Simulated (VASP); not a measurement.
# BiAsS (P4/nmm) in VASP: further runs

The runs below take BiAsS through single point, with PBE.

All numbers are computed with VASP 6.6.1; they aren't measurements. Logs are shortened: lines on timing, memory, paths and dates and some standing lists are left out, and cuts for length are marked.

**1. The cell of the first run**

Symmetry: P4/nmm, No. 129, tetragonal system. Conventional cell: a = 5.401 Å, b = 5.401 Å, c = 5.399 Å, α = 90.00°, β = 90.00°, γ = 90.00°. Within 4.0 Å of Bi (site symmetry 4mm) lie 4 S at 3.00 Å and 4 As at 3.03 Å. As (site symmetry -4m2) has 2 S at 2.70 Å and 4 Bi at 3.03 Å within 3.6 Å. Within 3.6 Å of S (site symmetry -4m2) lie 2 As at 2.70 Å and 4 Bi at 3.00 Å.

**2. Single point, PBE**

File INCAR:

```
SYSTEM = BiAsS
PREC     = Accurate       ! precision mode
ENCUT    = 520            ! plane-wave cutoff, eV
EDIFF    = 1E-6           ! SCF threshold, eV
ISMEAR   = 0              ! smearing method
SIGMA    = 0.1            ! smearing width, eV
LREAL    = .False.        ! projectors in reciprocal space
LASPH    = .True.         ! aspherical terms in the spheres
NELM     = 60             ! most SCF steps
ALGO     = Normal         ! electronic algorithm
ISIF     = 2              ! what is computed and relaxed
LWAVE    = .False.        ! write WAVECAR
LCHARG   = .True.         ! write CHGCAR
GGA      = PE             ! functional
LELF     = .True.         ! ELF
LVHAR    = .True.       
NBANDS   = 35             ! bands
```

File KPOINTS:

```
Automatic mesh
0
Gamma
  4 4 4
  0 0 0
```

File POSCAR:

```
BiAsS
1.0
    5.4008463929      0.0000000000      0.0000000000
    0.0000000000      5.4008463929      0.0000000000
    0.0000000000      0.0000000000      5.3992729145
Bi As S
2 2 2
Direct
    0.5000000000      0.0000000000      0.2563805880
    0.0000000000      0.5000000000      0.7436194120
    0.5000000000      0.5000000000      0.0000000000
    0.0000000000      0.0000000000      0.0000000000
    0.5000000000      0.5000000000      0.5000000000
    0.0000000000      0.0000000000      0.5000000000
```

Potentials or basis: VASP PAW PBE potentials, release 64 (Bi_d, As, S).

Started as:

```bash
cat potpaw_PBE.64/Bi_d/POTCAR potpaw_PBE.64/As/POTCAR potpaw_PBE.64/S/POTCAR > POTCAR
mpirun -np 1 vasp_std > vasp.out
```

OUTCAR:

```text
SYSTEM = BiAsS
   PREC = Accurate
   ENCUT = 520
   EDIFF = 1E-6
   ISMEAR = 0
   LREAL = .False.
   LASPH = .True.
   NELM = 60
   ISIF = 2
   GGA = PE

 ion  position               nearest neighbor table
   1  0.500  0.000  0.256-   5 3.00   6 3.00   5 3.00   6 3.00   3 3.03   3 3.03   4 3.03   4 3.03

   2  0.000  0.500  0.744-   5 3.00   6 3.00   6 3.00   5 3.00   4 3.03   3 3.03   3 3.03   4 3.03

   3  0.500  0.500  0.000-   5 2.70   5 2.70   1 3.03   2 3.03   1 3.03   2 3.03
   4  0.000  0.000  0.000-   6 2.70   6 2.70   1 3.03   2 3.03   2 3.03   1 3.03
   5  0.500  0.500  0.500-   3 2.70   3 2.70   1 3.00   2 3.00   1 3.00   2 3.00
   6  0.000  0.000  0.500-   4 2.70   4 2.70   1 3.00   2 3.00   2 3.00   1 3.00

  LATTYP: Found a simple tetragonal cell.
 ALAT       =     5.4008463929
 C/A-ratio  =     0.9997086608

  Lattice vectors:

 A1 = (   5.4008463929,   0.0000000000,   0.0000000000)
 A2 = (   0.0000000000,   5.4008463929,   0.0000000000)
 A3 = (   0.0000000000,   0.0000000000,   5.3992729145)

Analysis of symmetry for initial positions (statically):
=====================================================================
 Subroutine PRICEL returns:
 Original cell was already a primitive cell.

 Routine SETGRP: Setting up the symmetry group for a
 simple tetragonal supercell.

 Subroutine GETGRP returns: Found 16 space group operations
 (whereof  8 operations were pure point group operations)
 out of a pool of 16 trial point group operations.

The static configuration has the point symmetry D_2d.
 The point group associated with its full space group is D_4h.

Analysis of symmetry for dynamics (positions and initial velocities):
=====================================================================
 Subroutine PRICEL returns:
 Original cell was already a primitive cell.

 Routine SETGRP: Setting up the symmetry group for a
 simple tetragonal supercell.

 Subroutine GETGRP returns: Found 16 space group operations
 (whereof  8 operations were pure point group operations)
 out of a pool of 16 trial point group operations.

The dynamic configuration has the point symmetry D_2d.
 The point group associated with its full space group is D_4h.

 Subroutine INISYM returns: Found 16 space group operations
 (whereof  8 operations are pure point group operations),
 and found     1 'primitive' translations

----------------------------------------------------------------------------------------

                                     Primitive cell

  volume of cell :     157.4922

  direct lattice vectors                    reciprocal lattice vectors
     5.400846393  0.000000000  0.000000000     0.185156164  0.000000000  0.000000000
     0.000000000  5.400846393  0.000000000     0.000000000  0.185156164  0.000000000
     0.000000000  0.000000000  5.399272915     0.000000000  0.000000000  0.185210123

  length of vectors
     5.400846393  5.400846393  5.399272915     0.185156164  0.185156164  0.185210123

  position of ions in fractional coordinates (direct lattice)
     0.500000000  0.000000000  0.256380588
     0.000000000  0.500000000  0.743619412
     0.500000000  0.500000000  0.000000000
     0.000000000  0.000000000  0.000000000
     0.500000000  0.500000000  0.500000000
     0.000000000  0.000000000  0.500000000

  ion indices of the primitive-cell ions
   primitive index   ion index
                 1           1
                 2           2
                 3           3
                 4           4
                 5           5
                 6           6

----------------------------------------------------------------------------------------

 KPOINTS: Automatic mesh

Automatic generation of k-mesh.
 Grid dimensions read from file:
 generate k-points for:    4    4    4

 Generating k-lattice:

  Cartesian coordinates                     Fractional coordinates (reciprocal lattice)
     0.046289041  0.000000000  0.000000000     0.250000000  0.000000000  0.000000000
     0.000000000  0.046289041  0.000000000     0.000000000  0.250000000  0.000000000
     0.000000000  0.000000000  0.046302531     0.000000000  0.000000000  0.250000000

  Length of vectors
     0.046289041  0.046289041  0.046302531

  Shift w.r.t. Gamma in fractional coordinates (k-lattice)
     0.000000000  0.000000000  0.000000000

 Subroutine IBZKPT returns following result:
 ===========================================

 Found     18 irreducible k-points:

 Following reciprocal coordinates:
            Coordinates               Weight
  0.000000  0.000000  0.000000      1.000000
  0.250000  0.000000  0.000000      4.000000
  0.500000  0.000000  0.000000      2.000000
  0.250000  0.250000  0.000000      4.000000
  0.500000  0.250000  0.000000      4.000000
  0.500000  0.500000  0.000000      1.000000
[... 10 lines left out ...]
  0.500000  0.250000  0.500000      4.000000
  0.500000  0.500000  0.500000      1.000000
   k-points           NKPTS =     18   k-points in BZ     NKDIM =     18   number of bands    NBANDS=     35
   number of dos      NEDOS =    301   number of ions     NIONS =      6
   total plane-waves  NPLWV =  64000
   dimension x,y,z NGX =    40 NGY =   40 NGZ =   40
   dimension x,y,z NGXF=    80 NGYF=   80 NGZF=   80
   ions per type =               2   2   2
   NGX,Y,Z   is equivalent  to a cutoff of  12.31, 12.31, 12.32 a.u.
   NGXF,Y,Z  is equivalent  to a cutoff of  24.63, 24.63, 24.63 a.u.
 SYSTEM =  BiAsS
   PREC   = accura    normal or accurate (medium, high low for compatibility)
   ISTART =      0    job   : 0-new  1-cont  2-samecut
   ICHARG =      2    charge: 1-file 2-atom 10-const
   ISPIN  =      1    spin polarized calculation?
   LNONCOLLINEAR =      F non collinear calculations
   LSORBIT =      F    spin-orbit coupling
   LASPH  =      T    aspherical Exc in radial PAW
   ENCUT  =  520.0 eV  38.22 Ry    6.18 a.u.  10.04 10.04 10.04*2*pi/ulx,y,z
   NELM   =     60;   NELMIN=  2; NELMDL= -5     # of ELM steps
   EDIFF  = 0.1E-05   stopping-criterion for ELM
   LREAL  =      F    real-space projection
   EDIFFG = 0.1E-04   stopping-criterion for IOM
   NSW    =      0    number of steps for IOM
   IBRION =     -1    ionic relax: 0-MD 1-quasi-New 2-CG
   NFREE  =      0    steps in history (QN), initial steepest desc. (CG)
   ISIF   =      2    stress and relaxation
   ISYM   =      2    0-nonsym 1-usesym 2-fastsym
   POTIM  = 0.5000    time-step for ionic-motion
   TEBEG  =    0.0;   TEEND  =   0.0 temperature during run
   PSTRESS=    0.0 pullay stress
   NELECT =      52.0000    total number of electrons
   NUPDOWN=      -1.0000    fix difference up-down
   EMIN   =  10.00;   EMAX   =-10.00  energy-range for DOS
   EFERMI =   0.00;   METHOD = LEGACY
   ISMEAR =     0;   SIGMA  =   0.10  broadening in eV -4-tet -1-fermi 0-gaus
   EFERMI_NEDOS =   21; number of points for ismear=-14 and -15
   IALGO  =     38    algorithm
   IMIX   =      4    mixing-type and parameters
     AMIX     =   0.40;   BMIX     =  1.00
     AMIX_MAG =   1.60;   BMIX_MAG =  1.00
  volume/ion in A,a.u.               =      26.25       177.13
  Fermi-wavevector in a.u.,A,eV,Ry     =   1.131505  2.138234 17.419573  1.280303
  Thomas-Fermi vector in A             =   2.268204
   LORBIT       =      0    0 simple, 1 ext, 2 COOP (PROOUT), +10 PAW based schemes
   GGA     = PE    functional components
   LHFCALC =     F    Hartree Fock is set to
   AEXX    =    0.0000 exact exchange contribution
   IVDW    =     0    specifies the selected vdW correction
   LEPSILON=     F    determine dielectric tensor
   LRPA    =     F    only Hartree local field effects (RPA)
 non-spin polarized calculation
 Gauss-broadening in eV      SIGMA  =   0.10
  energy-cutoff  :      520.00
  volume of cell :      157.49
 maximum number of plane-waves:      4272
   NGX = 21   NGY = 21   NGZ = 21

 number of electron      52.0000005 magnetization

 Free energy of the ion-electron system (eV)
  ---------------------------------------------------
  ext. energy  EPLUGINS =         0.00000000
  ---------------------------------------------------
  free energy    TOTEN  =       -24.63429723 eV

  energy without entropy =      -24.62126989  energy(sigma->0) =      -24.62778356

 E-fermi :   5.3045     XC(G=0):  -9.5190

 val. band max:        5.2735450308   @ k =   0.2500   0.0000   0.5000
 cond. band min:       5.3113809133   @ k =   0.0000   0.0000   0.5000
 fundamental gap:      0.0378358825
 Fermi energy:         5.3045285452

 k-point     1 :       0.0000    0.0000    0.0000
  band No.  band energies     occupation
      1     -17.9785      2.00000
      2     -17.9629      2.00000
      3     -17.9547      2.00000
      4     -17.9473      2.00000
      5     -17.9351      2.00000
      6     -17.9351      2.00000
[... 27 lines left out ...]
     34       9.8473      0.00000
     35       9.9740      0.00000

 k-point     2 :       0.2500    0.0000    0.0000
  band No.  band energies     occupation
      1     -17.9745      2.00000
      2     -17.9634      2.00000
      3     -17.9538      2.00000
      4     -17.9486      2.00000
      5     -17.9347      2.00000
      6     -17.9339      2.00000
[... 27 lines left out ...]
     34       9.9644      0.00000
     35      10.4047      0.00000

 k-point     3 :       0.5000    0.0000    0.0000
  band No.  band energies     occupation
      1     -17.9672      2.00000
      2     -17.9672      2.00000
      3     -17.9514      2.00000
      4     -17.9514      2.00000
      5     -17.9324      2.00000
      6     -17.9324      2.00000
[... 27 lines left out ...]
     34       9.6881      0.00000
     35      10.1702      0.00000

 k-point     4 :       0.2500    0.2500    0.0000
  band No.  band energies     occupation
      1     -17.9710      2.00000
      2     -17.9632      2.00000
      3     -17.9532      2.00000
      4     -17.9496      2.00000
      5     -17.9375      2.00000
      6     -17.9332      2.00000
[... 27 lines left out ...]
     34       9.9907      0.00000
     35      10.7065      0.00000

 k-point     5 :       0.5000    0.2500    0.0000
  band No.  band energies     occupation
      1     -17.9653      2.00000
      2     -17.9653      2.00000
      3     -17.9516      2.00000
      4     -17.9516      2.00000
      5     -17.9373      2.00000
      6     -17.9373      2.00000
[... 410 lines left out ...]
 k-point    16 :       0.2500    0.2500    0.5000
  band No.  band energies     occupation
      1     -17.9675      2.00000
      2     -17.9668      2.00000
      3     -17.9522      2.00000
      4     -17.9518      2.00000
      5     -17.9318      2.00000
      6     -17.9318      2.00000
[... 27 lines left out ...]
     34       9.1964      0.00000
     35      12.1716      0.00000

 k-point    17 :       0.5000    0.2500    0.5000
  band No.  band energies     occupation
      1     -17.9654      2.00000
      2     -17.9654      2.00000
      3     -17.9522      2.00000
      4     -17.9522      2.00000
      5     -17.9328      2.00000
      6     -17.9328      2.00000
[... 27 lines left out ...]
     34       8.6546      0.00000
     35      12.1083      0.00000

 k-point    18 :       0.5000    0.5000    0.5000
  band No.  band energies     occupation
      1     -17.9633      2.00000
      2     -17.9633      2.00000
      3     -17.9518      2.00000
      4     -17.9518      2.00000
      5     -17.9328      2.00000
      6     -17.9328      2.00000
[... 27 lines left out ...]
     34       8.6130      0.00000
     35      12.0161      0.00000

------------------------ aborting loop because EDIFF is reached ----------------------------------------

  FORCE on cell =-STRESS in cart. coord.  units (eV):
  Direction    XX          YY          ZZ          XY          YZ          ZX
  --------------------------------------------------------------------------------------
  -------------------------------------------------------------------------------------
  Total        0.0074834      0.0074834     -0.0157043      0.0000000     -0.0000000      0.0000000
  in kB        0.0761290      0.0761290     -0.1597604      0.0000000     -0.0000000      0.0000000
  external PRESSURE =      -0.0025008 kB  Pullay stress =       0.0000000 kB

 VOLUME and BASIS-vectors are now :
 -----------------------------------------------------------------------------
  energy-cutoff  :      520.00
  volume of cell :      157.49
      direct lattice vectors                 reciprocal lattice vectors
     5.400846393  0.000000000  0.000000000     0.185156164  0.000000000  0.000000000
     0.000000000  5.400846393  0.000000000     0.000000000  0.185156164  0.000000000
     0.000000000  0.000000000  5.399272915     0.000000000  0.000000000  0.185210123

 POSITION                                       TOTAL-FORCE (eV/Angst)
 -----------------------------------------------------------------------------------
      2.70042      0.00000      1.38427        -0.000000     -0.000000      0.005884
      0.00000      2.70042      4.01500         0.000000     -0.000000     -0.005884
      2.70042      2.70042      0.00000         0.000000     -0.000000      0.000000
      0.00000      0.00000      0.00000         0.000000      0.000000      0.000000
      2.70042      2.70042      2.69964        -0.000000     -0.000000      0.000000
      0.00000      0.00000      2.69964         0.000000      0.000000      0.000000
 -----------------------------------------------------------------------------------
    total drift:                               -0.000000      0.000000      0.000000

  FREE ENERGIE OF THE ION-ELECTRON SYSTEM (eV)
  ---------------------------------------------------
  free  energy   TOTEN  =       -24.6342972350 eV

  energy  without entropy=      -24.6212698854  energy(sigma->0) =      -24.62778356
```

It took 64 s on 1 thread of Intel Xeon Platinum 8375C at 2.90GHz (Ice Lake), shared host; peak memory 0.28 GiB.

Results:

```yaml
Free_energy: -24.6343 eV
Pressure: 0.0 GPa
Largest_force: 0.006 eV/Å
Band_gap_on_the_k_mesh: zero (band 26 reaches 6.00 eV, above the bottom of band 27 at 4.56 eV)
```

Forces on the atoms (eV/Å):
```
Bi   0.000  0.000  0.006
Bi   0.000  0.000 -0.006
As   0.000  0.000  0.000
As   0.000  0.000  0.000
S    0.000  0.000  0.000
S    0.000  0.000  0.000
```

Caveat: spin-orbit coupling is left out, which moves the levels of the heavy elements.

(Part 1 of 2 ends here.)
